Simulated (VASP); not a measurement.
Here is a VASP 6.6.1 calculation.

The input INCAR:

```
SYSTEM = NaPr
ALGO     = Normal         ! electronic algorithm
EDIFF    = 1E-6           ! SCF threshold, eV
ENCUT    = 500            ! plane-wave cutoff, eV
GGA      = PE             ! functional
GGA_COMPAT= .False.      
ISIF     = 2              ! what is computed and relaxed
ISMEAR   = 0              ! smearing method
LASPH    = .True.         ! aspherical terms in the spheres
LCHARG   = .False.        ! write CHGCAR
LMAXMIX  = 6              ! l up to which the mixer works
LREAL    = .False.        ! projectors in reciprocal space
LWAVE    = .False.        ! write WAVECAR
NBANDS   = 16             ! bands
NELM     = 200            ! most SCF steps
PREC     = Accurate       ! precision mode
SIGMA    = 0.1            ! smearing width, eV
```

The input KPOINTS:

```
k-points
0
Gamma
  6 6 4
  0 0 0
```

POSCAR

```
NaPr
1.0
    3.3730963200      0.0000000000      0.0000000000
    0.0000000000      3.3730963200      0.0000000000
    0.0000000000      0.0000000000      4.0769515100
Na Pr
1 1
Direct
    0.0000000000      0.0000000000      0.0000000000
    0.5000000000      0.5000000000      0.5000000000
```

Potentials or basis: VASP PAW PBE potentials, release 64 (Na_pv, Pr_3), 4f in core.

The run is started by

```sh
$ cat potpaw_PBE.64/Na_pv/POTCAR potpaw_PBE.64/Pr_3/POTCAR > POTCAR
$ mpirun -np 1 vasp_std > vasp.out
```

Q: What does it give for the band gap on the k mesh?

A: Zero (bands 9 and 10 overlap by 1.44 eV).

Q: Predict the pressure.

A: 17.3 GPa.

Stress tensor (GPa, compression positive):
```
17.23  0.00  0.00
 0.00 17.23  0.00
 0.00  0.00 17.37
```

Caveat: the k points lie up to 0.39 Å⁻¹ apart, too coarse for converged energies and pressures of a metal; spin-orbit coupling is left out, which moves the levels of the heavy elements; the 4f electrons are frozen in the core, so they carry no moment and show no levels. Spin polarisation is off, so any magnetic state and its effect on volume and gap are missing.
